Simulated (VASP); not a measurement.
Here is a VASP 6.6.1 calculation.

INCAR

```
  PREC = Accurate
  ENCUT = 600
  EDIFF = 1E-6
  ISMEAR = -1
  SIGMA = 0.05
  LREAL = F
  LASPH = T
  NELM = 80
  ALGO = Normal
  ISIF = 3
  LWAVE = F
  LCHARG = F
  GGA = RP
  IVDW = 13
  IBRION = 2
  NSW = 60
  EDIFFG = -0.01
```

File KPOINTS:

```
regular mesh
0
Gamma
  9 9 9
```

Contents of POSCAR:

```
Bi
1.0
   -1.9814305318      1.9814305318      1.9814305318
    1.9814305318     -1.9814305318      1.9814305318
    1.9814305318      1.9814305318     -1.9814305318
Bi
1
Direct
    0.0000000000      0.0000000000      0.0000000000
```

Potentials or basis: VASP PAW PBE potentials, release 64 (Bi_d).

Run with:

```console
$ cat potpaw_PBE.64/Bi_d/POTCAR > POTCAR
$ mpirun -np 1 vasp_std > vasp.out
```

Question: Predict the relaxed volume.

Answer: 29.91 Å³/atom.

Question: Estimate the space group after relaxing (to 0.05 Å).

Answer: Im-3m (No. 229).

Step by step:
| step | energy change (eV) | largest force (eV/Å) | pressure (GPa) | volume (Å³) |
| --- | --- | --- | --- | --- |
| 1 | 0.0000 | 0.0000 | -2.17 | 31.12 |
| 2 | -0.0057 | 0.0000 | 1.34 | 29.25 |
| 3 | -0.0084 | 0.0000 | 0.03 | 29.91 |

Caveat: the PAW data sets were made with another functional, which shifts forces and pressure a little; pairwise dispersion overbinds metals, which lowers pressure and volume.
